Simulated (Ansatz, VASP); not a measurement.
**One calculation of WSe2, two programs**

```
CELL_PARAMETERS angstrom
3.29967 0.00000 0.00000
-1.64983 2.85760 0.00000
0.00000 0.00000 13.14853
ATOMIC_POSITIONS crystal
W 0.66667 0.33333 0.75000
W 0.33333 0.66667 0.25000
Se 0.33333 0.66667 0.87666
Se 0.66667 0.33333 0.37666
Se 0.33333 0.66667 0.62334
Se 0.66667 0.33333 0.12334
```

Alike in both runs: task single point; functional r2SCAN; k mesh 12 × 12 × 2; no spin polarisation.

|  | VASP | Ansatz |
| --- | --- | --- |
| version | VASP 6.6.1 | Ansatz 0.2.0 |
| potentials or method | VASP PAW PBE potentials, release 64 (W_sv, Se) | plane waves, PAW |
| plane-wave cutoff (eV) | 520 | 500 |
| occupations | gaussian, width 0.01 eV | fixed |
| valence electrons in the cell | 52 | 92 |

|  | VASP | Ansatz | Ansatz less VASP |
| --- | --- | --- | --- |
| gap on the k mesh at the Fermi level (eV) | 1.16 | 1.16 | +0.005 |
| pressure (GPa) | 1.7 | 1.3 | -0.33 |
| traceless stress, the component that is largest in VASP (GPa) | -0.06 | -0.10 | -0.039 |
| rms of the force components (eV/Å) | 0.004 | 0.017 | +0.0137 |

VASP's potentials were made for PBE, not for r2SCAN. Atom by atom the forces differ by 0.021 eV/Å (rms over components). VASP's potentials hold 52 valence electrons a cell and Ansatz's 92, so a difference there can come from the potentials and not from the codes.

Spin-orbit coupling is off throughout.
